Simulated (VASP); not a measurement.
# RuC2 (I4/mmm) in VASP: further runs

Runs on RuC2. Level: PBE. Tasks: single point, relaxation of cell and atoms.

Everything below comes from runs of VASP 6.6.1. Logs are shortened: lines on timing, memory, paths and dates and some standing lists are left out, and cuts for length are marked.

## 1. The cell of the first run

Symmetry: I4/mmm, No. 139, tetragonal system. The conventional cell has a = 2.762 Å, b = 2.762 Å, c = 6.705 Å, α = 90.00°, β = 90.00°, γ = 90.00°. Ru (site symmetry 4/mmm) has 10 C at 2.16 to 2.29 Å and 4 Ru at 2.76 Å within 2.9 Å. Within 2.9 Å of C (site symmetry 4mm) lie 5 Ru at 2.16 to 2.29 Å and 9 C at 2.18 to 2.76 Å.

## 2. Single point, PBE

Input file INCAR:

```
SYSTEM = RuC2
ALGO = Normal
EDIFF = 1E-6
ENCUT = 520
GGA = PE
ISIF = 2
ISMEAR = 0
LASPH = .True.
LCHARG = .False.
LREAL = .False.
LWAVE = .False.
NBANDS = 18
NELM = 80
PREC = Accurate
SIGMA = 0.1
```

Input file KPOINTS:

```
k-points
0
Gamma
  8 8 8
  0 0 0
```

Input file POSCAR:

```
RuC2
1.0
   -1.3812250709      1.3812250709      3.3525368983
    1.3812250709     -1.3812250709      3.3525368983
    1.3812250709      1.3812250709     -3.3525368983
Ru C
1 2
Direct
    0.0000000000      0.0000000000      0.0000000000
    0.6773495307      0.6773495307      0.0000000000
    0.3226504693      0.3226504693      0.0000000000
```

Potentials or basis: VASP PAW PBE potentials, release 64 (Ru_pv, C).

Run with:

```
$ cat potpaw_PBE.64/Ru_pv/POTCAR potpaw_PBE.64/C/POTCAR > POTCAR
$ mpirun -np 1 vasp_std > vasp.out
```

OUTCAR:

```text
SYSTEM = RuC2
   EDIFF = 1E-6
   ENCUT = 520
   GGA = PE
   ISIF = 2
   ISMEAR = 0
   LASPH = .True.
   LREAL = .False.
   NELM = 80
   PREC = Accurate

 ion  position               nearest neighbor table
   1  0.000  0.000  0.000-   2 2.16   3 2.16   3 2.29   2 2.29   2 2.29   2 2.29   3 2.29   3 2.29
                             2 2.29   3 2.29
   2  0.677  0.677  0.000-   1 2.16   1 2.29   1 2.29   1 2.29   1 2.29
   3  0.323  0.323  0.000-   1 2.16   1 2.29   1 2.29   1 2.29   1 2.29

  LATTYP: Found a body centered tetragonal cell.
 ALAT       =     2.7624501418
 C/A-ratio  =     2.4272198420

  Lattice vectors:

 A1 = (  -1.3812250709,   1.3812250709,   3.3525368983)
 A2 = (   1.3812250709,  -1.3812250709,   3.3525368983)
 A3 = (   1.3812250709,   1.3812250709,  -3.3525368983)

Analysis of symmetry for initial positions (statically):
=====================================================================
 Subroutine PRICEL returns:
 Original cell was already a primitive cell.

 Routine SETGRP: Setting up the symmetry group for a
 body centered tetragonal supercell.

 Subroutine GETGRP returns: Found 16 space group operations
 (whereof 16 operations were pure point group operations)
 out of a pool of 16 trial point group operations.

The static configuration has the point symmetry D_4h.

Analysis of symmetry for dynamics (positions and initial velocities):
=====================================================================
 Subroutine PRICEL returns:
 Original cell was already a primitive cell.

 Routine SETGRP: Setting up the symmetry group for a
 body centered tetragonal supercell.

 Subroutine GETGRP returns: Found 16 space group operations
 (whereof 16 operations were pure point group operations)
 out of a pool of 16 trial point group operations.

The dynamic configuration has the point symmetry D_4h.

 Subroutine INISYM returns: Found 16 space group operations
 (whereof 16 operations are pure point group operations),
 and found     1 'primitive' translations

----------------------------------------------------------------------------------------

                                     Primitive cell

  volume of cell :      25.5836

  direct lattice vectors                    reciprocal lattice vectors
    -1.381225071  1.381225071  3.352536898     0.000000000  0.361997484  0.149140790
     1.381225071 -1.381225071  3.352536898     0.361997484  0.000000000  0.149140790
     1.381225071  1.381225071 -3.352536898     0.361997484  0.361997484  0.000000000

  length of vectors
     3.880086216  3.880086216  3.880086216     0.391516479  0.391516479  0.511941751

  position of ions in fractional coordinates (direct lattice)
     0.000000000  0.000000000  0.000000000
     0.677349531  0.677349531  0.000000000
     0.322650469  0.322650469  0.000000000

  ion indices of the primitive-cell ions
   primitive index   ion index
                 1           1
                 2           2
                 3           3

----------------------------------------------------------------------------------------

 KPOINTS: k-points

Automatic generation of k-mesh.
 Grid dimensions read from file:
 generate k-points for:    8    8    8

 Generating k-lattice:

  Cartesian coordinates                     Fractional coordinates (reciprocal lattice)
     0.000000000  0.045249685  0.018642599     0.125000000  0.000000000  0.000000000
     0.045249685  0.000000000  0.018642599     0.000000000  0.125000000  0.000000000
     0.045249685  0.045249685  0.000000000     0.000000000  0.000000000  0.125000000

  Length of vectors
     0.048939560  0.048939560  0.063992719

  Shift w.r.t. Gamma in fractional coordinates (k-lattice)
     0.000000000  0.000000000  0.000000000

 Subroutine IBZKPT returns following result:
 ===========================================

 Found     59 irreducible k-points:

 Following reciprocal coordinates:
            Coordinates               Weight
  0.000000  0.000000  0.000000      1.000000
  0.125000  0.000000  0.000000      8.000000
  0.250000  0.000000  0.000000      8.000000
  0.375000  0.000000 -0.000000      8.000000
  0.500000  0.000000  0.000000      4.000000
  0.125000  0.125000  0.000000      8.000000
[... 16 lines left out ...]
  0.250000  0.125000  0.125000     16.000000
  0.375000  0.125000  0.125000      8.000000
 [... further k-points ...]
   k-points           NKPTS =     59   k-points in BZ     NKDIM =     59   number of bands    NBANDS=     18
   number of dos      NEDOS =    301   number of ions     NIONS =      3
   total plane-waves  NPLWV =  27000
   dimension x,y,z NGX =    30 NGY =   30 NGZ =   30
   dimension x,y,z NGXF=    60 NGYF=   60 NGZF=   60
   ions per type =               1   2
   NGX,Y,Z   is equivalent  to a cutoff of  12.85, 12.85, 12.85 a.u.
   NGXF,Y,Z  is equivalent  to a cutoff of  25.71, 25.71, 25.71 a.u.
 SYSTEM =  RuC2
   PREC   = accura    normal or accurate (medium, high low for compatibility)
   ISTART =      0    job   : 0-new  1-cont  2-samecut
   ICHARG =      2    charge: 1-file 2-atom 10-const
   ISPIN  =      1    spin polarized calculation?
   LNONCOLLINEAR =      F non collinear calculations
   LSORBIT =      F    spin-orbit coupling
   LASPH  =      T    aspherical Exc in radial PAW
   ENCUT  =  520.0 eV  38.22 Ry    6.18 a.u.   7.21  7.21  7.21*2*pi/ulx,y,z
   NELM   =     80;   NELMIN=  2; NELMDL= -5     # of ELM steps
   EDIFF  = 0.1E-05   stopping-criterion for ELM
   LREAL  =      F    real-space projection
   EDIFFG = 0.1E-04   stopping-criterion for IOM
   NSW    =      0    number of steps for IOM
   IBRION =     -1    ionic relax: 0-MD 1-quasi-New 2-CG
   NFREE  =      0    steps in history (QN), initial steepest desc. (CG)
   ISIF   =      2    stress and relaxation
   ISYM   =      2    0-nonsym 1-usesym 2-fastsym
   POTIM  = 0.5000    time-step for ionic-motion
   TEBEG  =    0.0;   TEEND  =   0.0 temperature during run
   PSTRESS=    0.0 pullay stress
   NELECT =      22.0000    total number of electrons
   NUPDOWN=      -1.0000    fix difference up-down
   EMIN   =  10.00;   EMAX   =-10.00  energy-range for DOS
   EFERMI =   0.00;   METHOD = LEGACY
   ISMEAR =     0;   SIGMA  =   0.10  broadening in eV -4-tet -1-fermi 0-gaus
   EFERMI_NEDOS =   21; number of points for ismear=-14 and -15
   IALGO  =     38    algorithm
   IMIX   =      4    mixing-type and parameters
     AMIX     =   0.40;   BMIX     =  1.00
     AMIX_MAG =   1.60;   BMIX_MAG =  1.00
  volume/ion in A,a.u.               =       8.53        57.55
  Fermi-wavevector in a.u.,A,eV,Ry     =   1.556784  2.941894 32.974740  2.423575
  Thomas-Fermi vector in A             =   2.660529
   LORBIT       =      0    0 simple, 1 ext, 2 COOP (PROOUT), +10 PAW based schemes
   GGA     = PE    functional components
   LHFCALC =     F    Hartree Fock is set to
   AEXX    =    0.0000 exact exchange contribution
   IVDW    =     0    specifies the selected vdW correction
   LEPSILON=     F    determine dielectric tensor
   LRPA    =     F    only Hartree local field effects (RPA)
 non-spin polarized calculation
 Gauss-broadening in eV      SIGMA  =   0.10
  energy-cutoff  :      520.00
  volume of cell :       25.58
 maximum number of plane-waves:       704
 NGX is ok and might be reduce to    30
   NGX = 15   NGY = 15   NGZ = 15

 number of electron      21.9999998 magnetization

 Free energy of the ion-electron system (eV)
  ---------------------------------------------------
  ext. energy  EPLUGINS =         0.00000000
  ---------------------------------------------------
  free energy    TOTEN  =       -21.98351327 eV

  energy without entropy =      -21.97683155  energy(sigma->0) =      -21.98017241

 E-fermi :  11.9193     XC(G=0): -13.8663

 val. band max:       11.8730198759   @ k =   0.1250   0.0000   0.0000
 cond. band min:      11.9226506421   @ k =  -0.1250   0.5000   0.1250
 fundamental gap:      0.0496307662
 Fermi energy:        11.9192683016

 k-point     1 :       0.0000    0.0000    0.0000
  band No.  band energies     occupation
      1     -32.2213      2.00000
      2     -31.9448      2.00000
      3     -31.9448      2.00000
      4      -4.8532      2.00000
      5       3.4040      2.00000
      6       5.6100      2.00000
[... 10 lines left out ...]
     17      21.2341      0.00000
     18      21.3677      0.00000

 k-point     2 :       0.1250    0.0000    0.0000
  band No.  band energies     occupation
      1     -32.2169      2.00000
      2     -32.0123      2.00000
      3     -31.9389      2.00000
      4      -4.5238      2.00000
      5       3.3019      2.00000
      6       4.8709      2.00000
[... 10 lines left out ...]
     17      21.3679      0.00000
     18      22.3910      0.00000

 k-point     3 :       0.2500    0.0000    0.0000
  band No.  band energies     occupation
      1     -32.2069      2.00000
      2     -32.1723      2.00000
      3     -31.9247      2.00000
      4      -3.5890      2.00000
      5       2.3808      2.00000
      6       4.7988      2.00000
[... 10 lines left out ...]
     17      21.3680      0.00000
     18      23.3503      0.00000

 k-point     4 :       0.3750    0.0000   -0.0000
  band No.  band energies     occupation
      1     -32.3311      2.00000
      2     -32.1948      2.00000
      3     -31.9105      2.00000
      4      -2.2052      2.00000
      5       0.9877      2.00000
      6       5.3283      2.00000
[... 375 lines left out ...]
      4      -2.6612      2.00000
      5       2.5699      2.00000
      6       4.5958      2.00000
[... 10 lines left out ...]
     17      21.3579      0.00000
     18      21.5977      0.00000

 k-point    23 :       0.2500    0.1250    0.1250
  band No.  band energies     occupation
      1     -32.3003      2.00000
      2     -32.1711      2.00000
      3     -32.1274      2.00000
      4      -1.4664      2.00000
      5       1.4186      2.00000
      6       4.2869      2.00000
[... 10 lines left out ...]
     17      21.3665      0.00000
     18      22.2089      0.00000

 k-point    24 :       0.3750    0.1250    0.1250
  band No.  band energies     occupation
      1     -32.3628      2.00000
      2     -32.1658      2.00000
      3     -32.1199      2.00000
      4      -0.2448      2.00000
      5       0.1591      2.00000
      6       4.2819      2.00000
[... 10 lines left out ...]
     17      21.3681      0.00000
     18      23.4071      0.00000

 [... further k-points ...]
[... 5 lines left out ...]
  --------------------------------------------------------------------------------------
  -------------------------------------------------------------------------------------
  Total       -0.0223143     -0.0223143     -0.0080942      0.0000000      0.0000000      0.0000000
  in kB       -1.3974323     -1.3974323     -0.5069027      0.0000000      0.0000000      0.0000000
  external PRESSURE =      -1.1005891 kB  Pullay stress =       0.0000000 kB

 VOLUME and BASIS-vectors are now :
 -----------------------------------------------------------------------------
  energy-cutoff  :      520.00
  volume of cell :       25.58
      direct lattice vectors                 reciprocal lattice vectors
    -1.381225071  1.381225071  3.352536898     0.000000000  0.361997484  0.149140790
     1.381225071 -1.381225071  3.352536898     0.361997484  0.000000000  0.149140790
     1.381225071  1.381225071 -3.352536898     0.361997484  0.361997484  0.000000000

 POSITION                                       TOTAL-FORCE (eV/Angst)
 -----------------------------------------------------------------------------------
      0.00000      0.00000      0.00000        -0.000000     -0.000000     -0.000000
      0.00000      0.00000      4.54168         0.000000      0.000000      0.031962
      0.00000      0.00000      2.16340         0.000000      0.000000     -0.031962
 -----------------------------------------------------------------------------------
    total drift:                               -0.000000     -0.000000     -0.000000

  FREE ENERGIE OF THE ION-ELECTRON SYSTEM (eV)
  ---------------------------------------------------
  free  energy   TOTEN  =       -21.9835132723 eV

  energy  without entropy=      -21.9768315516  energy(sigma->0) =      -21.98017241
```

Run time: 36 s. Hardware: 1 thread of Intel Xeon 6975P-C, shared host; peak memory 0.18 GiB.

Results:

```
Free energy            : -21.9835 eV
Pressure               : -0.1 GPa
Largest force          : 0.032 eV/Å
Band gap on the k mesh : zero (band 11 reaches 13.05 eV, above the bottom of band 12 at 10.96 eV)
```

Forces in eV/Å, atoms in the order of the input:
```
Ru   0.000  0.000  0.000
C    0.000  0.000  0.032
C    0.000  0.000 -0.032
```

Stress tensor (GPa, compression positive):
```
-0.14  0.00  0.00
 0.00 -0.14  0.00
 0.00  0.00 -0.05
```

Caveat: the k points lie up to 0.40 Å⁻¹ apart.

(Continued in part 2 of 3.)
